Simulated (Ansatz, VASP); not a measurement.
# Two plane-wave programs on Ge

```
CELL_PARAMETERS angstrom
-0.02701 2.83924 2.83924
2.83924 -0.02701 2.83924
2.83924 2.83924 -0.02701
ATOMIC_POSITIONS crystal
Ge 0.99931 0.99931 0.99931
Ge 0.25069 0.25069 0.25069
```

Change from the starting cell: strained cell.

Alike in both runs: functional PBEsol; k mesh 12 × 12 × 12; occupations gaussian, width 0.1 eV; no spin polarisation.

Ansatz relaxed the structure, and its values are those at the end. VASP's run is a single point on that final structure, the one shown.

```csv
,VASP,Ansatz
version,VASP 6.6.1,Ansatz 0.2.0
potentials or method,"VASP PAW PBE potentials, release 64 (Ge_d), cutoff 520 eV","scalar-relativistic, plane waves, PAW"
valence electrons in the cell,28,28
```

```csv
,VASP,Ansatz,Ansatz less VASP
gap on the k mesh at the Fermi level (eV),none,none,-
pressure (GPa),-1.4,-1.0,+0.38
```

VASP's potentials were made for PBE, not for PBEsol. A gap of «none» marks a metal or a gap that the smearing closes. With one functional, cell and mesh, what is left measures potentials, basis and numerics. Ansatz's warnings: stress scf threshold loose.
